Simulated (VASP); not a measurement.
# I (C222_1) in VASP: single point with PBEsol

Aim: the single point of I with PBEsol.

Program: VASP 6.6.1. These are calculated values, not measurements. Logs are shortened: lines on timing, memory, paths and dates and some standing lists are left out, and cuts for length are marked.

### 1 The cell of the first run

It takes space group C222_1 (No. 20, orthorhombic). The conventional cell has a = 4.565 Å, b = 7.037 Å, c = 9.428 Å, α = 90.00°, β = 90.00°, γ = 90.00°. Within 3.0 Å of I (site symmetry 1) lie 1 I at 2.29 Å.

### 2 Single point, PBEsol (strained and its atoms moved)

Input file INCAR:

```
SYSTEM = I
ALGO = Normal ; EDIFF = 1E-6
ENCUT = 520 ; GGA = PS
ISIF = 2 ; ISMEAR = 0
LASPH = .True. ; LCHARG = .False.
LREAL = .False. ; LWAVE = .False.
NBANDS = 22 ; NELM = 60
PREC = Accurate ; SIGMA = 0.02
```

Input file KPOINTS:

```
k-points
0
Gamma
  8 8 4
  0 0 0
```

Input file POSCAR:

```
I
1.0
    3.5183848000     -2.2822761500      0.0000000000
    3.5183848000      2.2822761500      0.0000000000
    0.0000000000      0.0000000000      9.4275288000
I
4
Direct
    0.8782896097      0.1703670549      0.0990011152
    0.6217103903      0.3296329451      0.5990011152
    0.1703670549      0.8782896097      0.9009988848
    0.3296329451      0.6217103903      0.4009988848
```

Potentials or basis: VASP PAW PBE potentials, release 64 (I).

The run is started by

```console
$ cat potpaw_PBE.64/I/POTCAR > POTCAR
$ mpirun -np 1 vasp_std > vasp.out
```

OUTCAR:

```text
SYSTEM = I
   EDIFF = 1E-6
   ENCUT = 520
   GGA = PS
   ISIF = 2
   ISMEAR = 0
   LASPH = .True.
   LREAL = .False.
   NELM = 60
   PREC = Accurate

 ion  position               nearest neighbor table
   1  0.878  0.170  0.099-   3 2.29
   2  0.622  0.330  0.599-   4 2.29
   3  0.170  0.878  0.901-   1 2.29
   4  0.330  0.622  0.401-   2 2.29

  LATTYP: Found a base centered orthorhombic cell.
 ALAT       =     4.5645523000
 B/A-ratio  =     1.5416122190
 C/A-ratio  =     2.0653786353

  Lattice vectors:

 A1 = (  -3.5183848000,  -2.2822761500,   0.0000000000)
 A2 = (   3.5183848000,  -2.2822761500,   0.0000000000)
 A3 = (   0.0000000000,   0.0000000000,   9.4275288000)

Analysis of symmetry for initial positions (statically):
=====================================================================
 Subroutine PRICEL returns:
 Original cell was already a primitive cell.

 Routine SETGRP: Setting up the symmetry group for a
 base centered orthorhombic supercell.

 Subroutine GETGRP returns: Found  4 space group operations
 (whereof  2 operations were pure point group operations)
 out of a pool of  8 trial point group operations.

The static configuration has the point symmetry C_2 .
 The point group associated with its full space group is D_2 .

Analysis of symmetry for dynamics (positions and initial velocities):
=====================================================================
 Subroutine PRICEL returns:
 Original cell was already a primitive cell.

 Routine SETGRP: Setting up the symmetry group for a
 base centered orthorhombic supercell.

 Subroutine GETGRP returns: Found  4 space group operations
 (whereof  2 operations were pure point group operations)
 out of a pool of  8 trial point group operations.

The dynamic configuration has the point symmetry C_2 .
 The point group associated with its full space group is D_2 .

 Subroutine INISYM returns: Found  4 space group operations
 (whereof  2 operations are pure point group operations),
 and found     1 'primitive' translations

----------------------------------------------------------------------------------------

                                     Primitive cell

  volume of cell :     151.4047

  direct lattice vectors                    reciprocal lattice vectors
     3.518384800 -2.282276150  0.000000000     0.142110664 -0.219079536  0.000000000
     3.518384800  2.282276150  0.000000000     0.142110664  0.219079536  0.000000000
     0.000000000  0.000000000  9.427528800     0.000000000  0.000000000  0.106072336

  length of vectors
     4.193783021  4.193783021  9.427528800     0.261134609  0.261134609  0.106072336

  position of ions in fractional coordinates (direct lattice)
     0.878289610  0.170367055  0.099001115
     0.621710390  0.329632945  0.599001115
     0.170367055  0.878289610  0.900998885
     0.329632945  0.621710390  0.400998885

  ion indices of the primitive-cell ions
   primitive index   ion index
                 1           1
                 2           2
                 3           3
                 4           4

----------------------------------------------------------------------------------------

 KPOINTS: k-points

Automatic generation of k-mesh.
 Grid dimensions read from file:
 generate k-points for:    8    8    4

 Generating k-lattice:

  Cartesian coordinates                     Fractional coordinates (reciprocal lattice)
     0.017763833 -0.027384942  0.000000000     0.125000000  0.000000000  0.000000000
     0.017763833  0.027384942  0.000000000     0.000000000  0.125000000  0.000000000
     0.000000000  0.000000000  0.026518084     0.000000000  0.000000000  0.250000000

  Length of vectors
     0.032641826  0.032641826  0.026518084

  Shift w.r.t. Gamma in fractional coordinates (k-lattice)
     0.000000000  0.000000000  0.000000000

 Subroutine IBZKPT returns following result:
 ===========================================

 Found     63 irreducible k-points:

 Following reciprocal coordinates:
            Coordinates               Weight
  0.000000  0.000000  0.000000      1.000000
  0.125000  0.000000  0.000000      4.000000
  0.250000  0.000000  0.000000      4.000000
  0.375000  0.000000  0.000000      4.000000
  0.500000  0.000000  0.000000      2.000000
  0.125000  0.125000  0.000000      2.000000
[... 16 lines left out ...]
  0.125000  0.000000  0.250000      8.000000
  0.250000  0.000000  0.250000      8.000000
 [... further k-points ...]
   k-points           NKPTS =     63   k-points in BZ     NKDIM =     63   number of bands    NBANDS=     22
   number of dos      NEDOS =    301   number of ions     NIONS =      4
   total plane-waves  NPLWV =  71680
   dimension x,y,z NGX =    32 NGY =   32 NGZ =   70
   dimension x,y,z NGXF=    64 NGYF=   64 NGZF=  140
   ions per type =               4
   NGX,Y,Z   is equivalent  to a cutoff of  12.69, 12.69, 12.34 a.u.
   NGXF,Y,Z  is equivalent  to a cutoff of  25.37, 25.37, 24.69 a.u.
 SYSTEM =  I
   PREC   = accura    normal or accurate (medium, high low for compatibility)
   ISTART =      0    job   : 0-new  1-cont  2-samecut
   ICHARG =      2    charge: 1-file 2-atom 10-const
   ISPIN  =      1    spin polarized calculation?
   LNONCOLLINEAR =      F non collinear calculations
   LSORBIT =      F    spin-orbit coupling
   LASPH  =      T    aspherical Exc in radial PAW
   ENCUT  =  520.0 eV  38.22 Ry    6.18 a.u.   7.80  7.80 17.53*2*pi/ulx,y,z
   NELM   =     60;   NELMIN=  2; NELMDL= -5     # of ELM steps
   EDIFF  = 0.1E-05   stopping-criterion for ELM
   LREAL  =      F    real-space projection
   EDIFFG = 0.1E-04   stopping-criterion for IOM
   NSW    =      0    number of steps for IOM
   IBRION =     -1    ionic relax: 0-MD 1-quasi-New 2-CG
   NFREE  =      0    steps in history (QN), initial steepest desc. (CG)
   ISIF   =      2    stress and relaxation
   ISYM   =      2    0-nonsym 1-usesym 2-fastsym
   POTIM  = 0.5000    time-step for ionic-motion
   TEBEG  =    0.0;   TEEND  =   0.0 temperature during run
   PSTRESS=    0.0 pullay stress
   NELECT =      28.0000    total number of electrons
   NUPDOWN=      -1.0000    fix difference up-down
   EMIN   =  10.00;   EMAX   =-10.00  energy-range for DOS
   EFERMI =   0.00;   METHOD = LEGACY
   ISMEAR =     0;   SIGMA  =   0.02  broadening in eV -4-tet -1-fermi 0-gaus
   EFERMI_NEDOS =   21; number of points for ismear=-14 and -15
   IALGO  =     38    algorithm
   IMIX   =      4    mixing-type and parameters
     AMIX     =   0.40;   BMIX     =  1.00
     AMIX_MAG =   1.60;   BMIX_MAG =  1.00
  volume/ion in A,a.u.               =      37.85       255.43
  Fermi-wavevector in a.u.,A,eV,Ry     =   0.932712  1.762571 11.836419  0.869952
  Thomas-Fermi vector in A             =   2.059339
   LORBIT       =      0    0 simple, 1 ext, 2 COOP (PROOUT), +10 PAW based schemes
   GGA     = PS    functional components
   LHFCALC =     F    Hartree Fock is set to
   AEXX    =    0.0000 exact exchange contribution
   IVDW    =     0    specifies the selected vdW correction
   LEPSILON=     F    determine dielectric tensor
   LRPA    =     F    only Hartree local field effects (RPA)
 non-spin polarized calculation
 Gauss-broadening in eV      SIGMA  =   0.02
  energy-cutoff  :      520.00
  volume of cell :      151.40
 maximum number of plane-waves:      4107
   NGX = 15   NGY = 15   NGZ = 35

 number of electron      28.0000004 magnetization

 Free energy of the ion-electron system (eV)
  ---------------------------------------------------
  ext. energy  EPLUGINS =         0.00000000
  ---------------------------------------------------
  free energy    TOTEN  =        -3.69499323 eV

  energy without entropy =       -3.69499323  energy(sigma->0) =       -3.69499323

 E-fermi :   4.2172     XC(G=0):  -8.6250

 val. band max:        4.0979317029   @ k =   0.5000   0.0000   0.5000
 cond. band min:       6.3925464902   @ k =   0.5000   0.3750   0.2500
 fundamental gap:      2.2946147872
 Fermi energy:         4.2172039449

 k-point     1 :       0.0000    0.0000    0.0000
  band No.  band energies     occupation
      1     -11.7961      2.00000
      2     -11.5698      2.00000
      3      -7.3870      2.00000
      4      -6.4355      2.00000
      5      -1.6619      2.00000
      6      -0.1771      2.00000
[... 14 lines left out ...]
     21      11.0483      0.00000
     22      11.2023      0.00000

 k-point     2 :       0.1250    0.0000    0.0000
  band No.  band energies     occupation
      1     -11.7476      2.00000
      2     -11.5350      2.00000
      3      -7.3564      2.00000
      4      -6.4901      2.00000
      5      -1.6796      2.00000
      6      -0.2255      2.00000
[... 14 lines left out ...]
     21      10.6292      0.00000
     22      11.0642      0.00000

 k-point     3 :       0.2500    0.0000    0.0000
  band No.  band energies     occupation
      1     -11.6212      2.00000
      2     -11.4513      2.00000
      3      -7.2778      2.00000
      4      -6.6418      2.00000
      5      -1.7354      2.00000
      6      -0.3941      2.00000
[... 14 lines left out ...]
     21      10.9434      0.00000
     22      11.8758      0.00000
[... 476 lines left out ...]
 k-point    23 :       0.1250    0.0000    0.2500
  band No.  band energies     occupation
      1     -11.7190      2.00000
      2     -11.5689      2.00000
      3      -7.2404      2.00000
      4      -6.6316      2.00000
      5      -1.4979      2.00000
      6      -0.5328      2.00000
[... 14 lines left out ...]
     21      10.7425      0.00000
     22      11.0627      0.00000

 k-point    24 :       0.2500    0.0000    0.2500
  band No.  band energies     occupation
      1     -11.5979      2.00000
      2     -11.4779      2.00000
      3      -7.1903      2.00000
      4      -6.7421      2.00000
      5      -1.5882      2.00000
      6      -0.6871      2.00000
[... 14 lines left out ...]
     21      10.7979      0.00000
     22      11.3698      0.00000

 [... further k-points ...]

------------------------ aborting loop because EDIFF is reached ----------------------------------------

  FORCE on cell =-STRESS in cart. coord.  units (eV):
  Direction    XX          YY          ZZ          XY          YZ          ZX
  --------------------------------------------------------------------------------------
  -------------------------------------------------------------------------------------
  Total        0.1045292     15.4429081     29.2441696      0.0000000      0.0000000      0.0000000
  in kB        1.1061373    163.4181457    309.4642500      0.0000000      0.0000000      0.0000000
  external PRESSURE =     157.9961776 kB  Pullay stress =       0.0000000 kB

 VOLUME and BASIS-vectors are now :
 -----------------------------------------------------------------------------
  energy-cutoff  :      520.00
  volume of cell :      151.40
      direct lattice vectors                 reciprocal lattice vectors
     3.518384800 -2.282276150  0.000000000     0.142110664 -0.219079536  0.000000000
     3.518384800  2.282276150  0.000000000     0.142110664  0.219079536  0.000000000
     0.000000000  0.000000000  9.427528800     0.000000000  0.000000000  0.106072336

 POSITION                                       TOTAL-FORCE (eV/Angst)
 -----------------------------------------------------------------------------------
      3.68958     -1.61567      0.93334        -0.042698      5.276614      7.854423
      3.34719     -0.66660      5.64710         0.042698     -5.276614      7.854423
      3.68958      1.61567      8.49419        -0.042698     -5.276614     -7.854423
      3.34719      0.66660      3.78043         0.042698      5.276614     -7.854423
 -----------------------------------------------------------------------------------
    total drift:                                0.000000     -0.000000     -0.000000

  FREE ENERGIE OF THE ION-ELECTRON SYSTEM (eV)
  ---------------------------------------------------
  free  energy   TOTEN  =        -3.6949932320 eV

  energy  without entropy=       -3.6949932320  energy(sigma->0) =       -3.69499323
```

It took 4 min on 1 thread of Oxide Virtual Turin-like, shared host; peak memory 0.3 GiB.

What came out:

* Free energy: -3.6950 eV
* Pressure: 15.8 GPa
* Largest force: 9.462 eV/Å
* Band gap on the k mesh: 2.29 eV (least direct gap 2.57 eV)

Forces on the atoms (eV/Å):
```
I   -0.043  5.277  7.854
I    0.043 -5.277  7.854
I   -0.043 -5.277 -7.854
I    0.043  5.277 -7.854
```

Levels at points of the mesh, in eV from the valence-band top:
| k point | band 11 | band 12 | band 13 | band 14 | band 15 | band 16 | band 17 | band 18 |
| --- | --- | --- | --- | --- | --- | --- | --- | --- |
| (0.00, 0.00, 0.00) | -1.34 | -1.29 | -0.22 | -0.16 | 2.43 | 3.45 | 4.65 | 4.67 |
| (0.50, 0.00, 0.00) | -1.36 | -1.21 | -0.54 | -0.27 | 3.23 | 3.40 | 4.36 | 4.69 |
| (0.50, 0.50, 0.00) | -2.02 | -1.62 | -1.34 | -0.53 | 2.41 | 2.76 | 4.81 | 4.89 |
| (0.00, 0.00, 0.50) | -1.52 | -1.52 | -0.19 | -0.19 | 2.68 | 2.68 | 5.07 | 5.07 |
| (0.50, 0.00, 0.50) | -1.05 | -1.05 | 0.00 | 0.00 | 2.63 | 2.63 | 4.80 | 4.80 |
| (0.50, 0.50, 0.50) | -1.72 | -1.72 | -1.22 | -1.22 | 2.31 | 2.31 | 5.48 | 5.48 |

Caveat: the cell differs from its parent crystal (strained and its atoms moved); the stress differs along the axes, from 0 to 31 GPa; this functional lacks dispersion, which holds the molecules together, so the pressure and a relaxed volume are unreliable; the PAW data sets were made with another functional, which shifts forces and pressure a little; spin-orbit coupling is left out, which moves the levels of the heavy elements. A k mesh can miss the band edges.
